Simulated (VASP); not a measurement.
# RbBr (Pm-3m) in VASP: further runs, part 2 of 2

VASP 6.6.1. Earlier steps stand in the parts before.

**4. Single point, PBE-based screened hybrid with 5 % exact exchange**

The input, POSCAR:

```
RbBr
1.0
    4.1279266522      0.0000000000      0.0000000000
    0.0000000000      4.1279266522      0.0000000000
    0.0000000000      0.0000000000      4.1279266522
Rb Br
1 1
Direct
    0.0000000000      0.0000000000      0.0000000000
    0.5000000000      0.5000000000      0.5000000000
```

The input, INCAR.step1:

```
ALGO = Normal ; EDIFF = 1E-5
ENCUT = 520 ; GGA = PE
ISIF = 2 ; ISMEAR = 0
LASPH = T ; LCHARG = F
LREAL = F ; LWAVE = T
NBANDS = 15 ; NELM = 60
PREC = Accurate ; SIGMA = 0.01
```

The input, INCAR.step2:

```
AEXX = 0.05 ; ALGO = Normal
EDIFF = 1E-7 ; ENCUT = 520
GGA = PE ; HFSCREEN = 0.3
ISIF = 2 ; ISMEAR = 0
ISTART = 1 ; LASPH = T
LCHARG = F ; LHFCALC = T
LREAL = F ; LWAVE = F
NBANDS = 15 ; NELM = 60
PREC = Accurate ; PRECFOCK = Normal
SIGMA = 0.01
```

The input, KPOINTS:

```
k-points
0
Gamma
  4 4 4
```

Potentials or basis: VASP PAW PBE potentials, release 64 (Rb_sv, Br).

Started as:

```
cat potpaw_PBE.64/Rb_sv/POTCAR potpaw_PBE.64/Br/POTCAR > POTCAR
cp INCAR.step1 INCAR
mpirun -np 1 vasp_std > vasp.out
cp INCAR.step2 INCAR
mpirun -np 1 vasp_std > vasp.out
```

OUTCAR:

```text
AEXX = 0.05
   EDIFF = 1E-7
   ENCUT = 520
   GGA = PE
   HFSCREEN = 0.3
   ISIF = 2
   ISMEAR = 0
   ISTART = 1
   LASPH = T
   LHFCALC = T
   LREAL = F
   NELM = 60
   PREC = Accurate
   PRECFOCK = Normal

 ion  position               nearest neighbor table
   1  0.000  0.000  0.000-   2 3.57   2 3.57   2 3.57   2 3.57   2 3.57   2 3.57   2 3.57   2 3.57

   2  0.500  0.500  0.500-   1 3.57   1 3.57   1 3.57   1 3.57   1 3.57   1 3.57   1 3.57   1 3.57

  LATTYP: Found a simple cubic cell.
 ALAT       =     4.1279266522

  Lattice vectors:

 A1 = (   4.1279266522,   0.0000000000,   0.0000000000)
 A2 = (   0.0000000000,   4.1279266522,   0.0000000000)
 A3 = (   0.0000000000,   0.0000000000,   4.1279266522)

Analysis of symmetry for initial positions (statically):
=====================================================================
 Subroutine PRICEL returns:
 Original cell was already a primitive cell.

 Routine SETGRP: Setting up the symmetry group for a
 simple cubic supercell.

 Subroutine GETGRP returns: Found 48 space group operations
 (whereof 48 operations were pure point group operations)
 out of a pool of 48 trial point group operations.

The static configuration has the point symmetry O_h .

Analysis of symmetry for dynamics (positions and initial velocities):
=====================================================================
 Subroutine PRICEL returns:
 Original cell was already a primitive cell.

 Routine SETGRP: Setting up the symmetry group for a
 simple cubic supercell.

 Subroutine GETGRP returns: Found 48 space group operations
 (whereof 48 operations were pure point group operations)
 out of a pool of 48 trial point group operations.

The dynamic configuration has the point symmetry O_h .

 Subroutine INISYM returns: Found 48 space group operations
 (whereof 48 operations are pure point group operations),
 and found     1 'primitive' translations

----------------------------------------------------------------------------------------

                                     Primitive cell

  volume of cell :      70.3390

  direct lattice vectors                    reciprocal lattice vectors
     4.127926652  0.000000000  0.000000000     0.242252366  0.000000000  0.000000000
     0.000000000  4.127926652  0.000000000     0.000000000  0.242252366  0.000000000
     0.000000000  0.000000000  4.127926652     0.000000000  0.000000000  0.242252366

  length of vectors
     4.127926652  4.127926652  4.127926652     0.242252366  0.242252366  0.242252366

  position of ions in fractional coordinates (direct lattice)
     0.000000000  0.000000000  0.000000000
     0.500000000  0.500000000  0.500000000

  ion indices of the primitive-cell ions
   primitive index   ion index
                 1           1
                 2           2

----------------------------------------------------------------------------------------

 KPOINTS: k-points

Automatic generation of k-mesh.
 Grid dimensions read from file:
[... 37 lines left out ...]
   ions per type =               1   1
   NGX,Y,Z   is equivalent  to a cutoff of  12.89, 12.89, 12.89 a.u.
   NGXF,Y,Z  is equivalent  to a cutoff of  25.78, 25.78, 25.78 a.u.
 SYSTEM =  unknown system
   PREC   = accura    normal or accurate (medium, high low for compatibility)
   ISTART =      1    job   : 0-new  1-cont  2-samecut
   ICHARG =      0    charge: 1-file 2-atom 10-const
   ISPIN  =      1    spin polarized calculation?
   LNONCOLLINEAR =      F non collinear calculations
   LSORBIT =      F    spin-orbit coupling
   LASPH  =      T    aspherical Exc in radial PAW
   ENCUT  =  520.0 eV  38.22 Ry    6.18 a.u.   7.68  7.68  7.68*2*pi/ulx,y,z
   NELM   =     60;   NELMIN=  2; NELMDL=  0     # of ELM steps
   EDIFF  = 0.1E-06   stopping-criterion for ELM
   LREAL  =      F    real-space projection
   EDIFFG = 0.1E-05   stopping-criterion for IOM
   NSW    =      0    number of steps for IOM
   IBRION =     -1    ionic relax: 0-MD 1-quasi-New 2-CG
   NFREE  =      0    steps in history (QN), initial steepest desc. (CG)
   ISIF   =      2    stress and relaxation
   ISYM   =      3    0-nonsym 1-usesym 2-fastsym
   POTIM  = 0.5000    time-step for ionic-motion
   TEBEG  =    0.0;   TEEND  =   0.0 temperature during run
   PSTRESS=    0.0 pullay stress
   NELECT =      16.0000    total number of electrons
   NUPDOWN=      -1.0000    fix difference up-down
   EMIN   =  10.00;   EMAX   =-10.00  energy-range for DOS
   EFERMI =   0.00;   METHOD = LEGACY
   ISMEAR =     0;   SIGMA  =   0.01  broadening in eV -4-tet -1-fermi 0-gaus
   EFERMI_NEDOS =   21; number of points for ismear=-14 and -15
   IALGO  =     38    algorithm
   IMIX   =      1    mixing-type and parameters
     AMIX     =   0.40;   BMIX     =  1.00
     AMIX_MAG =   1.60;   BMIX_MAG =  1.00
  volume/ion in A,a.u.               =      35.17       237.34
  Fermi-wavevector in a.u.,A,eV,Ry     =   0.999347  1.888491 13.588055  0.998694
  Thomas-Fermi vector in A             =   2.131631
   LORBIT       =      0    0 simple, 1 ext, 2 COOP (PROOUT), +10 PAW based schemes
   GGA     = PE    functional components
   LHFCALC =     T    Hartree Fock is set to
   PRECFOCK=normal    Normal, Fast or Accurate (Low or Medium for compatibility)
   ENCUT4O =  -1.0   cutoff for four orbital integrals eV
   NKREDX  =     1    reduce k-point grid by
   NKREDY  =     1    reduce k-point grid by
   NKREDZ  =     1    reduce k-point grid by
   AEXX    =    0.0500 exact exchange contribution
   HFSCREEN=    0.3000 screening length (either q_TF or 0.3 A-1)
   HFSCREENC=   0.3000 screening length for correlation (either q_TF or 0.3 A-1)
   ENCUTFOCK=  -1.0 apply spherical cutoff to Coloumb kernel
   IVDW    =     0    specifies the selected vdW correction
   LEPSILON=     F    determine dielectric tensor
   LRPA    =     F    only Hartree local field effects (RPA)
 non-spin polarized calculation
 Gauss-broadening in eV      SIGMA  =   0.01
  energy-cutoff  :      520.00
  volume of cell :       70.34
 maximum number of plane-waves:      1924
 NGX is ok and might be reduce to    32
  NGX = 24; NGY = 24; NGZ = 24

 number of electron      16.0000002 magnetization

 Free energy of the ion-electron system (eV)
  ---------------------------------------------------
  ext. energy  EPLUGINS =         0.00000000
  ---------------------------------------------------
  free energy    TOTEN  =        -6.15085542 eV

  energy without entropy =       -6.15085542  energy(sigma->0) =       -6.15085542

 E-fermi :  -0.7516     XC(G=0):  -7.6905

 val. band max:       -0.8075095651   @ k =   0.5000   0.5000   0.0000
 cond. band min:       3.4558907165   @ k =   0.0000   0.0000   0.0000
 fundamental gap:      4.2634002816
 Fermi energy:        -0.7516310036

 k-point     1 :       0.0000    0.0000    0.0000
  band No.  band energies     occupation
      1     -26.2522      2.00000
      2     -13.6258      2.00000
      3     -10.0066      2.00000
      4     -10.0066      2.00000
      5     -10.0066      2.00000
      6      -0.9629      2.00000
      7      -0.9629      2.00000
      8      -0.9629      2.00000
      9       3.4559      0.00000
     10       4.9583      0.00000
     11       4.9583      0.00000
     12       9.3534      0.00000
     13       9.3534      0.00000
     14       9.3534      0.00000
[... 149 lines left out ...]
      2     -13.3240      2.00000
      3     -10.2302      2.00000
      4     -10.2302      2.00000
      5     -10.2302      2.00000
      6      -2.1535      2.00000
      7      -2.1535      2.00000
      8      -2.1535      2.00000
      9       7.6113      0.00000
     10       7.6113      0.00000
     11       7.6113      0.00000
     12       8.7776      0.00000
     13       8.7776      0.00000
     14       8.7776      0.00000
     15      11.5850      0.00000

------------------------ aborting loop because EDIFF is reached ----------------------------------------

  FORCE on cell =-STRESS in cart. coord.  units (eV):
  Direction    XX          YY          ZZ          XY          YZ          ZX
  --------------------------------------------------------------------------------------
  -------------------------------------------------------------------------------------
  Total        0.3340571      0.3340571      0.3340571     -0.0000000      0.0000000     -0.0000000
  in kB        7.6091374      7.6091374      7.6091374     -0.0000000      0.0000000     -0.0000000
  external PRESSURE =       7.6091374 kB  Pullay stress =       0.0000000 kB

 VOLUME and BASIS-vectors are now :
 -----------------------------------------------------------------------------
  energy-cutoff  :      520.00
  volume of cell :       70.34
      direct lattice vectors                 reciprocal lattice vectors
     4.127926652  0.000000000  0.000000000     0.242252366  0.000000000  0.000000000
     0.000000000  4.127926652  0.000000000     0.000000000  0.242252366  0.000000000
     0.000000000  0.000000000  4.127926652     0.000000000  0.000000000  0.242252366

 POSITION                                       TOTAL-FORCE (eV/Angst)
 -----------------------------------------------------------------------------------
      0.00000      0.00000      0.00000         0.000000      0.000000      0.000000
      2.06396      2.06396      2.06396         0.000000      0.000000      0.000000
 -----------------------------------------------------------------------------------
    total drift:                               -0.000000     -0.000000     -0.000001

  FREE ENERGIE OF THE ION-ELECTRON SYSTEM (eV)
  ---------------------------------------------------
  free  energy   TOTEN  =        -6.1508554182 eV

  energy  without entropy=       -6.1508554182  energy(sigma->0) =       -6.15085542
```

Run time: 6.4 min. Hardware: 1 thread of Intel Xeon Platinum 8488C (Sapphire Rapids), shared host; peak memory 0.29 GiB.

Results:

* Free energy: -6.1509 eV
* Pressure: 0.8 GPa
* Band gap on the k mesh: 4.26 eV (least direct gap 4.42 eV)

Levels at points of the mesh, in eV from the valence-band top:
```tsv
k point	band 5	band 6	band 7	band 8	band 9	band 10	band 11	band 12
(0.00, 0.00, 0.00)	-9.20	-0.16	-0.16	-0.16	4.26	5.77	5.77	10.16
(0.50, 0.00, 0.00)	-9.15	-1.73	-0.23	-0.23	7.09	7.28	7.84	8.90
(0.50, 0.50, 0.00)	-9.12	-1.06	-1.06	0.00	5.50	6.41	8.17	8.17
(0.50, 0.50, 0.50)	-9.42	-1.35	-1.35	-1.35	8.42	8.42	8.42	9.59
```

Caveat: the PAW data sets were made with another functional, which shifts forces and pressure a little.

**5. Overview**

| level | grid for exact exchange (PRECFOCK) | share of exact exchange | screening parameter | gap on the mesh (eV) | pressure (GPa) |
| --- | --- | --- | --- | --- | --- |
| PBE | - | - | - | 4.07 | 0.8 |
| HSE06 | Normal | 0.25 | 0.2079 1/Å | 5.26 | 0.4 |
| PBE-based screened hybrid with 5 % exact exchange | Normal | 0.05 | 0.3 1/Å | 4.26 | 0.8 |

Alike in all rows: task single point; potentials or basis VASP PAW PBE potentials, release 64 (Rb_sv, Br); no spin polarisation; cell as given; k mesh 4 × 4 × 4; cutoff (eV) 520; smearing gaussian 0.01 eV.

On the cell as given the gap runs from 4.07 eV (PBE) to 5.26 eV (HSE06). The pressure there spans 0.4 GPa (HSE06) to 0.8 GPa (PBE); a positive pressure means that this level wants a larger cell, a negative one a smaller.

Caveats: the PAW data sets were made with another functional, which shifts forces and pressure a little (at least some runs).

Total energies depend on the potentials used, so only differences within one code and one set of settings carry meaning.
